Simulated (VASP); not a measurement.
# Re (P6_3/mmc) in VASP: further runs

Runs on Re. Level: PBEsol. Tasks: single point, relaxation of volume and atoms at fixed shape.

All numbers are computed with VASP 6.6.1; they aren't measurements. Logs are shortened: lines on timing, memory, paths and dates and some standing lists are left out, and cuts for length are marked.

## 1. The cell of the first run

Symmetry: P6_3/mmc, No. 194, hexagonal system. Conventional cell: a = 2.751 Å, b = 2.751 Å, c = 4.442 Å, α = 90.00°, β = 90.00°, γ = 120.00°. Within 3.6 Å of Re (site symmetry -6m2) lie 12 Re at 2.73 to 2.75 Å.

## 2. Single point, PBEsol

File INCAR:

```
SYSTEM = Re
ALGO = Normal ; EDIFF = 1E-6
ENCUT = 520 ; GGA = PS
ISIF = 2 ; ISMEAR = 0
LASPH = .True. ; LCHARG = .False.
LREAL = .False. ; LWAVE = .False.
NBANDS = 14 ; NELM = 100
PREC = Accurate ; SIGMA = 0.1
```

File KPOINTS:

```
k-points
0
Gamma
  9 9 5
  0 0 0
```

File POSCAR:

```
Re
1.0
    2.7508417418      0.0000000000      0.0000000000
   -1.3754208709      2.3822988302      0.0000000000
    0.0000000000      0.0000000000      4.4421191271
Re
2
Direct
    0.3333333333      0.6666666667      0.2500000000
    0.6666666667      0.3333333333      0.7500000000
```

Potentials or basis: VASP PAW PBE potentials, release 64 (Re).

On the command line:

```sh
cat potpaw_PBE.64/Re/POTCAR > POTCAR
mpirun -np 1 vasp_std > vasp.out
```

OUTCAR:

```text
SYSTEM = Re
   EDIFF = 1E-6
   ENCUT = 520
   GGA = PS
   ISIF = 2
   ISMEAR = 0
   LASPH = .True.
   LREAL = .False.
   NELM = 100
   PREC = Accurate

 ion  position               nearest neighbor table
   1  0.333  0.667  0.250-   2 2.73   2 2.73   2 2.73   2 2.73   2 2.73   2 2.73
   2  0.667  0.333  0.750-   1 2.73   1 2.73   1 2.73   1 2.73   1 2.73   1 2.73

  LATTYP: Found a hexagonal cell.
 ALAT       =     2.7508417418
 C/A-ratio  =     1.6148217688

  Lattice vectors:

 A1 = (   2.7508417418,   0.0000000000,   0.0000000000)
 A2 = (  -1.3754208709,   2.3822988302,   0.0000000000)
 A3 = (   0.0000000000,   0.0000000000,   4.4421191271)

Analysis of symmetry for initial positions (statically):
=====================================================================
 Subroutine PRICEL returns:
 Original cell was already a primitive cell.

 Routine SETGRP: Setting up the symmetry group for a
 hexagonal supercell.

 Subroutine GETGRP returns: Found 24 space group operations
 (whereof 12 operations were pure point group operations)
 out of a pool of 24 trial point group operations.

The static configuration has the point symmetry D_3d.
 The point group associated with its full space group is D_6h.

Analysis of symmetry for dynamics (positions and initial velocities):
=====================================================================
 Subroutine PRICEL returns:
 Original cell was already a primitive cell.

 Routine SETGRP: Setting up the symmetry group for a
 hexagonal supercell.

 Subroutine GETGRP returns: Found 24 space group operations
 (whereof 12 operations were pure point group operations)
 out of a pool of 24 trial point group operations.

The dynamic configuration has the point symmetry D_3d.
 The point group associated with its full space group is D_6h.

 Subroutine INISYM returns: Found 24 space group operations
 (whereof 12 operations are pure point group operations),
 and found     1 'primitive' translations

----------------------------------------------------------------------------------------

                                     Primitive cell

  volume of cell :      29.1107

  direct lattice vectors                    reciprocal lattice vectors
     2.750841742  0.000000000  0.000000000     0.363525093  0.209881310  0.000000000
    -1.375420871  2.382298830  0.000000000     0.000000000  0.419762621  0.000000000
     0.000000000  0.000000000  4.442119127     0.000000000  0.000000000  0.225117781

  length of vectors
     2.750841742  2.750841742  4.442119127     0.419762621  0.419762621  0.225117781

  position of ions in fractional coordinates (direct lattice)
     0.333333333  0.666666667  0.250000000
     0.666666667  0.333333333  0.750000000

  ion indices of the primitive-cell ions
   primitive index   ion index
                 1           1
                 2           2

----------------------------------------------------------------------------------------

 KPOINTS: k-points

Automatic generation of k-mesh.
 Grid dimensions read from file:
 generate k-points for:    9    9    5

 Generating k-lattice:

  Cartesian coordinates                     Fractional coordinates (reciprocal lattice)
     0.040391677  0.023320146  0.000000000     0.111111111  0.000000000  0.000000000
     0.000000000  0.046640291  0.000000000     0.000000000  0.111111111  0.000000000
     0.000000000  0.000000000  0.045023556     0.000000000  0.000000000  0.200000000

  Length of vectors
     0.046640291  0.046640291  0.045023556

  Shift w.r.t. Gamma in fractional coordinates (k-lattice)
     0.000000000  0.000000000  0.000000000

 Subroutine IBZKPT returns following result:
 ===========================================

 Found     36 irreducible k-points:

 Following reciprocal coordinates:
            Coordinates               Weight
  0.000000  0.000000  0.000000      1.000000
  0.111111  0.000000  0.000000      6.000000
  0.222222  0.000000  0.000000      6.000000
  0.333333  0.000000  0.000000      6.000000
  0.444444  0.000000  0.000000      6.000000
  0.111111  0.111111  0.000000      6.000000
[... 16 lines left out ...]
  0.333333  0.222222  0.200000     24.000000
  0.333333  0.333333  0.200000      4.000000
 [... further k-points ...]
   k-points           NKPTS =     36   k-points in BZ     NKDIM =     36   number of bands    NBANDS=     14
   number of dos      NEDOS =    301   number of ions     NIONS =      2
   total plane-waves  NPLWV =  14400
   dimension x,y,z NGX =    20 NGY =   20 NGZ =   36
   dimension x,y,z NGXF=    40 NGYF=   40 NGZF=   72
   ions per type =               2
   NGX,Y,Z   is equivalent  to a cutoff of  12.09, 12.09, 13.47 a.u.
   NGXF,Y,Z  is equivalent  to a cutoff of  24.17, 24.17, 26.95 a.u.
 SYSTEM =  Re
   PREC   = accura    normal or accurate (medium, high low for compatibility)
   ISTART =      0    job   : 0-new  1-cont  2-samecut
   ICHARG =      2    charge: 1-file 2-atom 10-const
   ISPIN  =      1    spin polarized calculation?
   LNONCOLLINEAR =      F non collinear calculations
   LSORBIT =      F    spin-orbit coupling
   LASPH  =      T    aspherical Exc in radial PAW
   ENCUT  =  520.0 eV  38.22 Ry    6.18 a.u.   5.11  5.11  8.26*2*pi/ulx,y,z
   NELM   =    100;   NELMIN=  2; NELMDL= -5     # of ELM steps
   EDIFF  = 0.1E-05   stopping-criterion for ELM
   LREAL  =      F    real-space projection
   EDIFFG = 0.1E-04   stopping-criterion for IOM
   NSW    =      0    number of steps for IOM
   IBRION =     -1    ionic relax: 0-MD 1-quasi-New 2-CG
   NFREE  =      0    steps in history (QN), initial steepest desc. (CG)
   ISIF   =      2    stress and relaxation
   ISYM   =      2    0-nonsym 1-usesym 2-fastsym
   POTIM  = 0.5000    time-step for ionic-motion
   TEBEG  =    0.0;   TEEND  =   0.0 temperature during run
   PSTRESS=    0.0 pullay stress
   NELECT =      14.0000    total number of electrons
   NUPDOWN=      -1.0000    fix difference up-down
   EMIN   =  10.00;   EMAX   =-10.00  energy-range for DOS
   EFERMI =   0.00;   METHOD = LEGACY
   ISMEAR =     0;   SIGMA  =   0.10  broadening in eV -4-tet -1-fermi 0-gaus
   EFERMI_NEDOS =   21; number of points for ismear=-14 and -15
   IALGO  =     38    algorithm
   IMIX   =      4    mixing-type and parameters
     AMIX     =   0.40;   BMIX     =  1.00
     AMIX_MAG =   1.60;   BMIX_MAG =  1.00
  volume/ion in A,a.u.               =      14.56        98.22
  Fermi-wavevector in a.u.,A,eV,Ry     =   1.282626  2.423812 22.383358  1.645130
  Thomas-Fermi vector in A             =   2.414927
   LORBIT       =      0    0 simple, 1 ext, 2 COOP (PROOUT), +10 PAW based schemes
   GGA     = PS    functional components
   LHFCALC =     F    Hartree Fock is set to
   AEXX    =    0.0000 exact exchange contribution
   IVDW    =     0    specifies the selected vdW correction
   LEPSILON=     F    determine dielectric tensor
   LRPA    =     F    only Hartree local field effects (RPA)
 non-spin polarized calculation
 Gauss-broadening in eV      SIGMA  =   0.10
  energy-cutoff  :      520.00
  volume of cell :       29.11
 maximum number of plane-waves:       798
   NGX = 11   NGY = 11   NGZ = 17

 number of electron      14.0000001 magnetization

 Free energy of the ion-electron system (eV)
  ---------------------------------------------------
  ext. energy  EPLUGINS =         0.00000000
  ---------------------------------------------------
  free energy    TOTEN  =       -26.73626006 eV

  energy without entropy =      -26.72246190  energy(sigma->0) =      -26.72936098

 E-fermi :   7.8017     XC(G=0): -13.8785

 val. band max:        7.7836333768   @ k =   0.1111   0.1111   0.2000
 cond. band min:       7.8123513876   @ k =   0.4444   0.1111   0.4000
 fundamental gap:      0.0287180108
 Fermi energy:         7.8016567400

 k-point     1 :       0.0000    0.0000    0.0000
  band No.  band energies     occupation
      1      -2.1215      2.00000
      2       1.1309      2.00000
      3       6.2396      2.00000
      4       6.2396      2.00000
      5       6.2410      2.00000
      6       7.0945      2.00000
      7       7.0945      2.00000
      8       8.0387      0.00080
      9       8.0387      0.00080
     10       8.4867      0.00000
     11      11.2729      0.00000
     12      11.2729      0.00000
     13      17.9949      0.00000
     14      22.0379      0.00000

 k-point     2 :       0.1111    0.0000    0.0000
  band No.  band energies     occupation
      1      -1.6179      2.00000
      2       1.5946      2.00000
      3       5.4317      2.00000
      4       6.6929      2.00000
      5       6.7079      2.00000
      6       6.8497      2.00000
      7       6.9859      2.00000
      8       7.5365      1.99982
      9       7.6704      1.93648
     10       7.9046      0.14561
     11      11.5168      0.00000
     12      13.0791      0.00000
     13      17.9497      0.00000
     14      23.1271      0.00000

 k-point     3 :       0.2222    0.0000    0.0000
  band No.  band energies     occupation
      1      -0.2993      2.00000
      2       2.4704      2.00000
      3       4.7761      2.00000
      4       4.8723      2.00000
      5       6.0947      2.00000
      6       6.9379      2.00000
      7       7.3453      2.00000
      8       8.0426      0.00066
      9       8.0759      0.00010
     10       8.7798      0.00000
     11      11.9226      0.00000
     12      15.8663      0.00000
     13      17.5854      0.00000
     14      23.9123      0.00000

 k-point     4 :       0.3333    0.0000    0.0000
  band No.  band energies     occupation
      1       1.1454      2.00000
      2       2.3339      2.00000
      3       3.3922      2.00000
      4       5.1388      2.00000
      5       6.2855      2.00000
      6       6.4226      2.00000
      7       6.8107      2.00000
      8       9.9562      0.00000
      9       9.9702      0.00000
     10      10.5301      0.00000
     11      12.1887      0.00000
     12      17.1433      0.00000
     13      18.4879      0.00000
     14      20.3163      0.00000

 k-point     5 :       0.4444    0.0000    0.0000
  band No.  band energies     occupation
      1       1.7619      2.00000
      2       1.9546      2.00000
      3       2.6133      2.00000
      4       5.9066      2.00000
      5       5.9202      2.00000
      6       6.5008      2.00000
      7       7.1734      2.00000
      8      11.6396      0.00000
      9      12.1407      0.00000
     10      12.2965      0.00000
     11      12.7528      0.00000
[... 276 lines left out ...]
 k-point    22 :       0.2222    0.2222    0.2000
  band No.  band energies     occupation
      1       2.2585      2.00000
      2       2.9024      2.00000
      3       3.8212      2.00000
      4       4.1582      2.00000
      5       5.7533      2.00000
      6       6.2796      2.00000
      7       6.5897      2.00000
      8       9.2249      0.00000
      9      10.6511      0.00000
     10      11.7107      0.00000
     11      12.9615      0.00000
     12      16.3794      0.00000
     13      18.3923      0.00000
     14      20.4497      0.00000

 k-point    23 :       0.3333    0.2222    0.2000
  band No.  band energies     occupation
      1       2.3863      2.00000
      2       3.3867      2.00000
      3       3.5539      2.00000
      4       4.2487      2.00000
      5       5.5241      2.00000
      6       6.2954      2.00000
      7       7.4931      1.99999
      8      10.1835      0.00000
      9      10.6444      0.00000
     10      12.0739      0.00000
     11      14.5436      0.00000
     12      15.7336      0.00000
     13      18.2911      0.00000
     14      19.0659      0.00000

 k-point    24 :       0.3333    0.3333    0.2000
  band No.  band energies     occupation
      1       2.8667      2.00000
      2       3.5681      2.00000
      3       3.5681      2.00000
      4       4.4541      2.00000
      5       5.6689      2.00000
      6       5.6689      2.00000
      7       7.7254      1.71927
      8      10.1759      0.00000
      9      11.1382      0.00000
     10      11.1382      0.00000
     11      15.0309      0.00000
     12      15.0309      0.00000
     13      17.6981      0.00000
     14      21.8328      0.00000

 [... further k-points ...]

------------------------ aborting loop because EDIFF is reached ----------------------------------------

  FORCE on cell =-STRESS in cart. coord.  units (eV):
  Direction    XX          YY          ZZ          XY          YZ          ZX
  --------------------------------------------------------------------------------------
  -------------------------------------------------------------------------------------
  Total        0.1431799      0.1431799     -0.2746309     -0.0000000      0.0000000      0.0000000
  in kB        7.8802586      7.8802586    -15.1149920     -0.0000000      0.0000000      0.0000000
  external PRESSURE =       0.2151751 kB  Pullay stress =       0.0000000 kB

 VOLUME and BASIS-vectors are now :
 -----------------------------------------------------------------------------
  energy-cutoff  :      520.00
  volume of cell :       29.11
      direct lattice vectors                 reciprocal lattice vectors
     2.750841742  0.000000000  0.000000000     0.363525093  0.209881310  0.000000000
    -1.375420871  2.382298830  0.000000000     0.000000000  0.419762621  0.000000000
     0.000000000  0.000000000  4.442119127     0.000000000  0.000000000  0.225117781

 POSITION                                       TOTAL-FORCE (eV/Angst)
 -----------------------------------------------------------------------------------
     -0.00000      1.58820      1.11053         0.000000     -0.000000      0.000000
      1.37542      0.79410      3.33159        -0.000000      0.000000      0.000000
 -----------------------------------------------------------------------------------
    total drift:                               -0.000000      0.000000     -0.000000

  FREE ENERGIE OF THE ION-ELECTRON SYSTEM (eV)
  ---------------------------------------------------
  free  energy   TOTEN  =       -26.7362600612 eV

  energy  without entropy=      -26.7224619008  energy(sigma->0) =      -26.72936098
```

Run time: 24 s. Hardware: 1 thread of Intel Xeon 8259CL, shared host; peak memory 0.14 GiB.

Results:

```yaml
Free_energy: -26.7363 eV
Pressure: 0.0 GPa
Band_gap_on_the_k_mesh: zero (bands 7 and 8 overlap by 2.80 eV)
```

Caveat: the PAW data sets were made with another functional, which shifts forces and pressure a little; spin-orbit coupling is left out, which moves the levels of the heavy elements.

## 3. Relaxation of volume and atoms at fixed shape, PBEsol

This run uses another cell than the first one, of 14.71 Å³/atom.

File INCAR:

```
  PREC = Accurate
  ENCUT = 600
  EDIFF = 1E-7
  ISMEAR = 0
  SIGMA = 0.1
  LREAL = False
  LASPH = True
  NELM = 80
  ALGO = Normal
  ISIF = 8
  LWAVE = False
  LCHARG = False
  GGA = PS
  IBRION = 2
  NSW = 60
  EDIFFG = -0.01
```

File KPOINTS:

```
Automatic mesh
0
Gamma
  9 9 5
```

File POSCAR:

```
Re
1.0
    2.7608000000      0.0000000000      0.0000000000
   -1.3804000000      2.3909230000      0.0000000000
    0.0000000000      0.0000000000      4.4582000000
Re
2
Direct
    0.3333333333      0.6666666667      0.2500000000
    0.6666666667      0.3333333333      0.7500000000
```

Potentials or basis: VASP PAW PBE potentials, release 64 (Re).

On the command line:

```sh
cat potpaw_PBE.64/Re/POTCAR > POTCAR
mpirun -np 1 vasp_std > vasp.out
```

It took 62 s on 1 thread of Intel Xeon 8259CL, shared host; peak memory 0.17 GiB.

The run converged. Its results:

| Quantity | Value |
| --- | --- |
| Free energy | -26.7379 eV |
| Relaxed volume | 14.56 Å³/atom |
| Relaxed cell | a = 2.751 Å, b = 2.751 Å, c = 4.443 Å, α = 90.00°, β = 90.00°, γ = 120.00° |
| Space group after relaxing (to 0.1 Å) | P6_3/mmc (No. 194) |
| Energy gained by relaxing | 2.0 meV/atom |
| Ionic steps | 3 |
| Pressure after relaxing | -0.1 GPa |
| Band gap on the k mesh | zero (bands 7 and 8 overlap by 2.80 eV) |

Stress tensor (GPa, compression positive):
```
 0.68  0.00  0.00
 0.00  0.68  0.00
 0.00  0.00 -1.60
```

Step by step:
| step | energy change (eV) | largest force (eV/Å) | pressure (GPa) | volume (Å³) |
| --- | --- | --- | --- | --- |
| 1 | 0.0000 | 0.0000 | -4.09 | 29.43 |
| 2 | 0.0701 | 0.0000 | 19.57 | 27.86 |
| 3 | -0.0040 | 0.0000 | -0.08 | 29.13 |

Final structure:
```cif
data_structure
_symmetry_space_group_name_H-M 'P 1'
_symmetry_Int_Tables_number 1
_cell_length_a 2.7514
_cell_length_b 2.7514
_cell_length_c 4.4430
_cell_angle_alpha 90.000
_cell_angle_beta 90.000
_cell_angle_gamma 120.000
_cell_volume 29.13
loop_
_atom_site_label
_atom_site_type_symbol
_atom_site_fract_x
_atom_site_fract_y
_atom_site_fract_z
_atom_site_occupancy
Re1 Re 0.33333 0.66667 0.25000 1
Re2 Re 0.66667 0.33333 0.75000 1
```

Levels at points of the mesh, in eV from the Fermi level:
| k point | band 3 | band 4 | band 5 | band 6 | band 7 | band 8 | band 9 | band 10 | band 11 |
| --- | --- | --- | --- | --- | --- | --- | --- | --- | --- |
| (0.00, 0.00, 0.00) | -1.56 | -1.56 | -1.56 | -0.71 | -0.71 | 0.24 | 0.24 | 0.68 | 3.47 |

Caveat: the PAW data sets were made with another functional, which shifts forces and pressure a little; spin-orbit coupling is left out, which moves the levels of the heavy elements.
